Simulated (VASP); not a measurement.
In2C, 3 atoms in the cell. The structure is trigonal, space group P-3m1 (No. 164). The conventional cell has a = 3.567 Å, b = 3.567 Å, c = 5.014 Å, α = 90.00°, β = 90.00°, γ = 120.00°. Within 3.3 Å of In (site symmetry 3m) lie 3 C at 2.40 Å and 6 In at 3.21 to 3.28 Å. C (site symmetry -3m) has 6 In at 2.40 Å within 3.2 Å. The cell was generated, and may not be a known phase.

- Program: VASP 6.6.1
- Task: single point
- Functional: PBE
- Potentials or basis: VASP PAW PBE potentials, release 64 (In_d, C)
- Cutoff: 520 eV
- k mesh: 6 × 6 × 4
- Occupations: gaussian, width 0.1 eV
- Spin: no spin polarisation
- Dipole correction: no
- Further INCAR settings: ALGO = Normal; EDIFF = 1e-06; NBANDS = 22

Potentials or basis: VASP PAW PBE potentials, release 64 (In_d, C).

Command:

```bash
$ cat potpaw_PBE.64/In_d/POTCAR potpaw_PBE.64/C/POTCAR > POTCAR
$ mpirun -np 1 vasp_std > vasp.out
```

Hardware: 1 thread of Intel(R) Xeon(R) 6975P-C (Granite Rapids), with other jobs on the host.

Problem. How long does it take, and how much memory?

Solution. Wall time 14 s on 1 thread of Intel(R) Xeon(R) 6975P-C (Granite Rapids), on a shared host, peak memory 0.18 GiB. Counts: scf iterations 13, k points 24.
